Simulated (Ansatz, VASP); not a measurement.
## Two plane-wave programs on Hf

The input POSCAR:

```
Hf
1.0
    0.0000000000      2.1312000000      2.1312000000
    2.1312000000      0.0000000000      2.1312000000
    2.1312000000      2.1312000000      0.0000000000
Hf
1
Direct
    0.0000000000      0.0000000000      0.0000000000
```

INCAR.step1

```
PREC     = Accurate       # precision mode
ENCUT    = 520            # plane-wave cutoff, eV
ISMEAR   = 0              # smearing method
SIGMA    = 0.15           # smearing width, eV
LREAL    = False          # projectors in reciprocal space
LASPH    = True           # aspherical terms in the spheres
NELM     = 100            # most SCF steps
NBANDS   = 11             # bands
GGA      = PE             # functional
ALGO     = Normal         # electronic algorithm
EDIFF    = 1E-4           # SCF threshold, eV
LWAVE    = True           # write WAVECAR
LCHARG   = False          # write CHGCAR
```

The input INCAR.step2:

```
PREC     = Accurate       # precision mode
ENCUT    = 520            # plane-wave cutoff, eV
EDIFF    = 1E-7           # SCF threshold, eV
ISMEAR   = 0              # smearing method
SIGMA    = 0.15           # smearing width, eV
LREAL    = False          # projectors in reciprocal space
LASPH    = True           # aspherical terms in the spheres
NELM     = 100            # most SCF steps
ALGO     = Normal         # electronic algorithm
ISIF     = 2              # what is computed and relaxed
LWAVE    = False          # write WAVECAR
LCHARG   = False          # write CHGCAR
METAGGA  = R2SCAN         # meta-GGA
LMIXTAU  = True         
NBANDS   = 11             # bands
ISTART   = 1
```

Contents of KPOINTS:

```
regular mesh
0
Gamma
  18 18 18
```

Input for Ansatz:

```yaml
crystal:
  lattice:
    - [0.0, 2.1312, 2.1312]
    - [2.1312, 0.0, 2.1312]
    - [2.1312, 2.1312, 0.0]
  atoms:
    - { symbol: Hf, position: [0.0, 0.0, 0.0] }
basis:
  ecutwfc: 500
kpoints:
  mp_grid: { grid: [18, 18, 18] }
hamiltonian:
  xc: r2scan
scf:
  occupations: { method: gaussian, width: 0.15 }
output:
  forces: true
  stress: true
  eigenvalues: true
```

Change from the starting cell: strain -0.040 along x and y, -0.040 along z, atoms carried along.

Alike in both runs: task single point; functional r2SCAN; k mesh 18 × 18 × 18; occupations gaussian, width 0.15 eV; no spin polarisation.

|  | VASP | Ansatz |
| --- | --- | --- |
| version | VASP 6.6.1 | Ansatz 0.2.0 |
| potentials or method | VASP PAW PBE potentials, release 64 (Hf_pv), cutoff 520 eV | scalar-relativistic, plane waves, PAW |
| valence electrons in the cell | 10 | 26 |

```csv
,VASP,Ansatz,Ansatz less VASP
gap on the k mesh at the Fermi level (eV),none,none,-
pressure (GPa),18.7,19.1,+0.43
```

VASP's potentials were made for PBE, not for r2SCAN. A gap of «none» marks a metal or a gap that the smearing closes. The functional is the same, so the differences come from potentials, cutoffs and numerics. VASP's potentials hold 10 valence electrons a cell and Ansatz's 26, so a difference there can come from the potentials and not from the codes.

Spin-orbit coupling is off throughout.
